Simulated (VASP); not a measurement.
Here is a VASP 6.6.1 calculation.

The input INCAR:

```
SYSTEM = Zn2CdS3
  PREC = Accurate
  ENCUT = 520
  EDIFF = 1E-6
  ISMEAR = 0
  SIGMA = 0.02
  LREAL = .False.
  LASPH = .True.
  NELM = 100
  ALGO = Normal
  ISIF = 2
  LWAVE = .False.
  LCHARG = .False.
  GGA = PE
  NBANDS = 36
```

KPOINTS

```
Automatic mesh
0
Gamma
  10 10 10
  0 0 0
```

The input POSCAR:

```
Zn2CdS3
1.0
   -1.9721813260      1.9721813260      8.4779021662
    1.9721813260     -1.9721813260      8.4779021662
    1.9721813260      1.9721813260     -8.4779021662
Zn Cd S
2 1 3
Direct
    0.6720167542      0.6720167542      0.0000000000
    0.3279832458      0.3279832458      0.0000000000
    0.0000000000      0.0000000000      0.0000000000
    0.5946155695      0.0946155695      0.5000000000
    0.2500000000      0.7500000000      0.5000000000
    0.9053844305      0.4053844305      0.5000000000
```

Potentials or basis: VASP PAW PBE potentials, release 64 (Zn, Cd, S).

Launch:

```console
$ cat potpaw_PBE.64/Zn/POTCAR potpaw_PBE.64/Cd/POTCAR potpaw_PBE.64/S/POTCAR > POTCAR
$ mpirun -np 1 vasp_std > vasp.out
```

Problem. Predict the pressure.

Solution. 0.2 GPa.

Problem. What does it give for the largest force?

Solution. 0.022 eV/Å.

Forces on the atoms (eV/Å):
```
Zn   0.000  0.000  0.004
Zn   0.000  0.000 -0.004
Cd   0.000  0.000  0.000
S    0.000  0.000  0.022
S    0.000  0.000  0.000
S    0.000  0.000 -0.022
```
